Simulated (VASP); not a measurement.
# Si2Mo in VASP: a series of runs, part 2 of 2

VASP 6.6.1. The steps go on from the part before.

## (4) Electric field gradients, PBEsol (14.22 Å³/atom)

This run uses another cell than the first one, of 14.22 Å³/atom.

INCAR

```
SYSTEM = Si2Mo
PREC = Accurate
ENCUT = 520
EDIFF = 1E-8
ISMEAR = -1
SIGMA = 0.03
LREAL = .False.
LASPH = .True.
NELM = 60
ALGO = Normal
ISIF = 2
LWAVE = .False.
LCHARG = .False.
GGA = PS
LEFG = .True.
ISYM = 0
NBANDS = 18
```

KPOINTS

```
Automatic mesh
0
Gamma
  12 12 16
  0 0 0
```

POSCAR

```
Si2Mo
1.0
   -1.6313805159      1.6313805159      4.0075881985
    1.6313805159     -1.6313805159      4.0075881985
    1.6313805159      1.6313805159     -4.0075881985
Si Mo
2 1
Direct
    0.3330000000      0.3330000000      0.0000000000
    0.6670000000      0.6670000000      0.0000000000
    0.0000000000      0.0000000000      0.0000000000
```

Potentials or basis: VASP PAW PBE potentials, release 64 (Si, Mo_sv).

On the command line:

```
cat potpaw_PBE.64/Si/POTCAR potpaw_PBE.64/Mo_sv/POTCAR > POTCAR
mpirun -np 1 vasp_std > vasp.out
```

OUTCAR:

```text
SYSTEM = Si2Mo
   PREC = Accurate
   ENCUT = 520
   EDIFF = 1E-8
   ISMEAR = -1
   LREAL = .False.
   LASPH = .True.
   NELM = 60
   ISIF = 2
   GGA = PS
   ISYM = 0

 ion  position               nearest neighbor table
   1  0.333  0.333  0.000-   2 2.66   2 2.66   2 2.66   2 2.66   3 2.67   3 2.67   3 2.67   3 2.67
                             3 2.67   2 2.68
   2  0.667  0.667  0.000-   1 2.66   1 2.66   1 2.66   1 2.66   3 2.67   3 2.67   3 2.67   3 2.67
                             3 2.67   1 2.68
   3  0.000  0.000  0.000-   1 2.67   2 2.67   2 2.67   2 2.67   2 2.67   1 2.67   1 2.67   1 2.67
                             1 2.67   2 2.67

IMPORTANT INFORMATION: All symmetrisations will be switched off!
NOSYMM: (Re-)initialisation of all symmetry stuff for point group C_1.

----------------------------------------------------------------------------------------

                                     Primitive cell

  volume of cell :      42.6632

  direct lattice vectors                    reciprocal lattice vectors
    -1.631380516  1.631380516  4.007588198     0.000000000  0.306488888  0.124763318
     1.631380516 -1.631380516  4.007588198     0.306488888  0.000000000  0.124763318
     1.631380516  1.631380516 -4.007588198     0.306488888  0.306488888  0.000000000

  length of vectors
     4.624237012  4.624237012  4.624237012     0.330909842  0.330909842  0.433440742

  position of ions in fractional coordinates (direct lattice)
     0.333000000  0.333000000  0.000000000
     0.667000000  0.667000000  0.000000000
     0.000000000  0.000000000  0.000000000

  ion indices of the primitive-cell ions
   primitive index   ion index
                 1           1
                 2           2
[... 150 lines left out ...]
  band No.  band energies     occupation
      1     -49.3852      2.00000
      2     -23.5421      2.00000
      3     -23.4681      2.00000
      4     -23.4671      2.00000
      5      -1.6751      2.00000
      6       5.3369      2.00000
[... 481 lines left out ...]
      5       0.7194      2.00000
      6       3.8692      2.00000
[... 10 lines left out ...]
     17      18.6101      0.00000
     18      19.4538      0.00000

 [... further k-points ...]
[... 5 lines left out ...]
  --------------------------------------------------------------------------------------
  -------------------------------------------------------------------------------------
  Total       -3.2858778     -3.2858779     -3.9898659      0.0009505     -0.0011763     -0.0011764
  in kB     -123.3980700   -123.3980726   -149.8356848      0.0356937     -0.0441750     -0.0441776
  external PRESSURE =    -132.2106091 kB  Pullay stress =       0.0000000 kB

 VOLUME and BASIS-vectors are now :
 -----------------------------------------------------------------------------
  energy-cutoff  :      520.00
  volume of cell :       42.66
      direct lattice vectors                 reciprocal lattice vectors
    -1.631380516  1.631380516  4.007588198     0.000000000  0.306488888  0.124763318
     1.631380516 -1.631380516  4.007588198     0.306488888  0.000000000  0.124763318
     1.631380516  1.631380516 -4.007588198     0.306488888  0.306488888  0.000000000

 POSITION                                       TOTAL-FORCE (eV/Angst)
 -----------------------------------------------------------------------------------
      0.00000      0.00000      2.66905         0.000572      0.000572      0.409154
      0.00000      0.00000      5.34612        -0.000572     -0.000572     -0.409154
      0.00000      0.00000      0.00000        -0.000000     -0.000000      0.000000
 -----------------------------------------------------------------------------------
    total drift:                               -0.000000     -0.000000      0.000000

  FREE ENERGIE OF THE ION-ELECTRON SYSTEM (eV)
  ---------------------------------------------------
  free  energy   TOTEN  =       -24.9499298419 eV

  energy  without entropy=      -24.9491255442  energy(sigma->0) =      -24.94952769

 Electric field gradients (V/A^2)
---------------------------------------------------------------------
 ion       V_xx      V_yy      V_zz      V_xy      V_xz      V_yz
---------------------------------------------------------------------
   1       5.145     5.145   -10.289    -0.049     0.001     0.001
   2       5.145     5.145   -10.289    -0.049     0.001     0.001
   3      25.623    25.623   -51.246    -0.277    -0.057    -0.057
---------------------------------------------------------------------

 Electric field gradients after diagonalization (V/A^2)
 (convention: |V_zz| > |V_xx| > |V_yy|)
----------------------------------------------------------------------
 ion       V_xx      V_yy      V_zz     asymmetry (V_yy - V_xx)/ V_zz
----------------------------------------------------------------------
   1       5.193     5.096   -10.289       0.009
   2       5.193     5.096   -10.289       0.009
   3      25.900    25.346   -51.246       0.011
----------------------------------------------------------------------

           NMR quadrupolar parameters

 Cq : quadrupolar parameter    Cq=e*Q*V_zz/h
 eta: asymmetry parameters     (V_yy - V_xx)/ V_zz
 Q  : nuclear electric quadrupole moment in mb (millibarn)
----------------------------------------------------------------------
 ion       Cq(MHz)       eta       Q (mb)
----------------------------------------------------------------------
   1      -0.025       0.009       1.000
   2      -0.025       0.009       1.000
   3      -0.124       0.011       1.000
----------------------------------------------------------------------
```

It took 55 min on 1 thread of Oxide Virtual Turin-like, shared host; peak memory 0.85 GiB.

Results:

```
Free energy                             : -24.9499 eV
Pressure                                : -13.2 GPa
Largest force                           : 0.409 eV/Å
Band gap on the k mesh                  : zero (bands 11 and 12 overlap by 0.97 eV)
Largest electric field gradient by atom : Si -10.3; Mo -51.2 V/Å²
```

Forces in eV/Å, atoms in the order of the input:
```
Si   0.001  0.001  0.409
Si  -0.001 -0.001 -0.409
Mo   0.000  0.000  0.000
```

Electric field gradients, principal values (V/Å²):
| atom | least | middle | greatest (by size) |
| --- | --- | --- | --- |
| 1 Si | 5.096 | 5.193 | -10.289 |
| 2 Si | 5.096 | 5.193 | -10.289 |
| 3 Mo | 25.346 | 25.900 | -51.246 |

Caveat: the cell stands under tension; without QUAD_EFG the Cq values of the log hold for a quadrupole moment of 1 mb, not for the nuclei; the PAW data sets were made with another functional, which shifts forces and pressure a little.

## (5) The runs side by side

| cell | gap on the mesh (eV) | pressure (GPa) | largest force (eV/Å) |
| --- | --- | --- | --- |
| a = 4.541, b = 4.541, c = 4.557 Å, angles 138.8, 138.8, 60.1°, 3 atoms | none | -2.3 | 0.33 |
| a = 4.558 Å, angles 138.0, 138.0, 60.8°, 3 atoms | none | -9.7 | 0.37 |
| a = 4.624 Å, angles 138.7, 138.7, 59.9°, 3 atoms | none | -13.2 | 0.41 |

Alike in all rows: task electric field gradients; level PBEsol; potentials or basis VASP PAW PBE potentials, release 64 (Si, Mo_sv); no spin polarisation; k mesh 12 × 12 × 16; cutoff (eV) 520; smearing fermi-dirac 0.03 eV.

Caveats: the PAW data sets were made with another functional, which shifts forces and pressure a little; the cell stands under tension (at least some runs).

Absolute energies hang on the potentials; compare differences alone.
